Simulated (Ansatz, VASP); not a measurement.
Na: VASP beside Ansatz

```
CELL_PARAMETERS angstrom
3.76700 0.00000 0.00000
-1.88350 3.26232 0.00000
0.00000 0.00000 6.15400
ATOMIC_POSITIONS crystal
Na 0.33333 0.66667 0.25000
Na 0.66667 0.33333 0.75000
```

Alike in both runs: task single point; functional PBEsol; k mesh 13 × 13 × 7; occupations fermi-dirac, width 0.05 eV; no spin polarisation.

```csv
,VASP,Ansatz
version,VASP 6.6.1,Ansatz 0.2.0
potentials or method,"VASP PAW PBE potentials, release 64 (Na_pv), cutoff 520 eV","all-electron LAPW, scalar-relativistic"
```

```tsv
	VASP	Ansatz	Ansatz less VASP
pressure (GPa)	-0.3	-0.3	-0.02
traceless stress, the component that is largest in VASP (GPa)	0.08	0.08	-0.001
```

VASP's potentials were made for PBE, not for PBEsol. Ansatz ran all-electron here, and VASP with PAW potentials.
